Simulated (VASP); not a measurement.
A run of VASP 6.6.1 is set up as follows.

File POSCAR:

```
ZrC
1.0
    0.0000000000      2.3711589511      2.3711589511
    2.3711589511      0.0000000000      2.3711589511
    2.3711589511      2.3711589511      0.0000000000
Zr C
1 1
Direct
    0.5000000000      0.5000000000      0.5000000000
    0.0000000000      0.0000000000      0.0000000000
```

The input INCAR.step1:

```
  ALGO = Normal
  EDIFF = 1E-5
  ENCUT = 660
  GGA = PE
  GGA_COMPAT = False
  ISMEAR = 0
  LASPH = True
  LCHARG = False
  LREAL = False
  LWAVE = True
  NBANDS = 15
  NELM = 120
  PREC = Accurate
  SIGMA = 0.05
```

Contents of INCAR.step2:

```
  ALGO = Normal
  EDIFF = 1E-6
  ENCUT = 660
  GGA_COMPAT = False
  ISIF = 2
  ISMEAR = 0
  ISTART = 1
  LASPH = True
  LCHARG = True
  LELF = True
  LMIXTAU = True
  LREAL = False
  LVHAR = True
  LWAVE = False
  METAGGA = R2SCAN
  NBANDS = 15
  NELM = 120
  PREC = Accurate
  SIGMA = 0.05
```

KPOINTS

```
k-points
0
Gamma
  8 8 8
```

Potentials or basis: VASP PAW PBE potentials, release 64 (Zr_sv, C).

Run with:

```bash
$ cat potpaw_PBE.64/Zr_sv/POTCAR potpaw_PBE.64/C/POTCAR > POTCAR
$ cp INCAR.step1 INCAR
$ mpirun -np 1 vasp_std > vasp.out
$ cp INCAR.step2 INCAR
$ mpirun -np 1 vasp_std > vasp.out
```

(1) What does it give for the band gap on the k mesh?

(2) Predict the pressure.

Answers

(1) zero (bands 8 and 9 overlap by 1.30 eV).

(2) -4.3 GPa.

Caveat: the cell stands under tension; the PAW data sets were made with another functional, which shifts forces and pressure a little.
